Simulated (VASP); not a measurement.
Here is a VASP 6.6.1 calculation.

INCAR

```
SYSTEM = MgZr2N
PREC     = Accurate       ! precision mode
ENCUT    = 600            ! plane-wave cutoff, eV
EDIFF    = 1E-6           ! SCF threshold, eV
ISMEAR   = 0              ! smearing method
SIGMA    = 0.1            ! smearing width, eV
LREAL    = .False.        ! projectors in reciprocal space
LASPH    = .True.         ! aspherical terms in the spheres
NELM     = 60             ! most SCF steps
ALGO     = Normal         ! electronic algorithm
ISIF     = 3              ! what is computed and relaxed
LWAVE    = .False.        ! write WAVECAR
LCHARG   = .False.        ! write CHGCAR
GGA      = PE             ! functional
IBRION   = 2              ! ionic algorithm
NSW      = 100            ! ionic steps
EDIFFG   = -0.01          ! ionic threshold
```

KPOINTS

```
Automatic mesh
0
Gamma
  18 18 6
  0 0 0
```

The input POSCAR:

```
MgZr2N
1.0
    3.2688268424      0.0000000000      0.0000000000
   -1.6344134212      2.8308870861      0.0000000000
    0.0000000000      0.0000000000     10.0907725803
Mg Zr N
1 2 1
Direct
    0.0000000000      0.0000000000      0.5000000000
    0.0000000000      0.0000000000      0.8131292615
    0.0000000000      0.0000000000      0.1868707385
    0.0000000000      0.0000000000      0.0000000000
```

Potentials or basis: VASP PAW PBE potentials, release 64 (Mg, Zr_sv, N).

Command:

```console
$ cat potpaw_PBE.64/Mg/POTCAR potpaw_PBE.64/Zr_sv/POTCAR potpaw_PBE.64/N/POTCAR > POTCAR
$ mpirun -np 1 vasp_std > vasp.out
```

Problem. Estimate the band gap on the k mesh.

Solution. Zero (an odd number of electrons rules out a gap without spin polarisation).

Problem. Estimate the relaxed cell.

Solution. a = 3.265 Å, b = 3.265 Å, c = 10.084 Å, α = 90.00°, β = 90.00°, γ = 120.00°.

The path:
```csv
step,energy change (eV),largest force (eV/Å),pressure (GPa),volume (Å³)
1,0.0000,0.1352,0.18,93.38
2,0.0034,0.2944,-0.77,93.74
3,-0.0005,0.0218,-0.07,93.47
4,-0.0005,0.0172,-0.04,93.36
5,-0.0006,0.0048,0.04,93.12
```
